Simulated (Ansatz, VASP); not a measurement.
## Bi in VASP and in Ansatz

Contents of INCAR:

```
PREC = Accurate ; ENCUT = 520
EDIFF = 1E-6 ; ISMEAR = 0
SIGMA = 0.1 ; LREAL = F
LASPH = T ; NELM = 60
ALGO = Normal ; ISIF = 2
LWAVE = F ; LCHARG = F
GGA = PE ; NBANDS = 38
```

The input KPOINTS:

```
regular mesh
0
Gamma
  6 6 2
```

Contents of POSCAR:

```
Bi
1.0
    3.2022487400      0.0000000000      0.0000000000
    0.0000000000      3.2022487400      0.0000000000
    0.0000000000      0.0000000000      8.2200812600
Bi
4
Direct
    0.8268205800      0.8268205800      0.5000000000
    0.1731794200      0.1731794200      0.5000000000
    0.1731794200      0.8268205800      0.0000000000
    0.8268205800      0.1731794200      0.0000000000
```

Input for Ansatz:

```yaml
crystal:
  lattice:
    - [3.20224874, 0.0, 0.0]
    - [0.0, 3.20224874, 0.0]
    - [0.0, 0.0, 8.22008126]
  atoms:
    - { symbol: Bi, position: [0.82682058, 0.82682058, 0.5] }
    - { symbol: Bi, position: [0.17317942, 0.17317942, 0.5] }
    - { symbol: Bi, position: [0.17317942, 0.82682058, 0.0] }
    - { symbol: Bi, position: [0.82682058, 0.17317942, 0.0] }
basis:
  ecutwfc: 420
kpoints:
  mp_grid: { grid: [6, 6, 2] }
hamiltonian:
  xc: pbe
scf:
  occupations: { method: gaussian, width: 0.1 }
  lower_state_search: "off"
output:
  forces: true
  stress: true
  eigenvalues: true
```

Alike in both runs: task single point; functional PBE; k mesh 6 × 6 × 2; occupations gaussian, width 0.1 eV; no spin polarisation.

|  | VASP | Ansatz |
| --- | --- | --- |
| version | VASP 6.6.1 | Ansatz 0.2.0 |
| potentials or method | VASP PAW PBE potentials, release 64 (Bi_d), cutoff 520 eV | scalar-relativistic, plane waves, PAW |
| valence electrons in the cell | 60 | 60 |

VASP gave:

| Property | Result |
| --- | --- |
| gap on the k mesh at the Fermi level (eV) | none |
| rms of the force components (eV/Å) | 80.816 |

Problem. Estimate Ansatz's values.

Solution. gap on the k mesh at the Fermi level (eV): none; rms of the force components (eV/Å): 90.141.

Atom by atom the forces differ by 9.325 eV/Å (rms over components). A gap of «none» marks a metal or a gap that the smearing closes.

The k mesh is coarse, so the values compare programs but aren't converged. Neither program's run includes spin-orbit coupling.
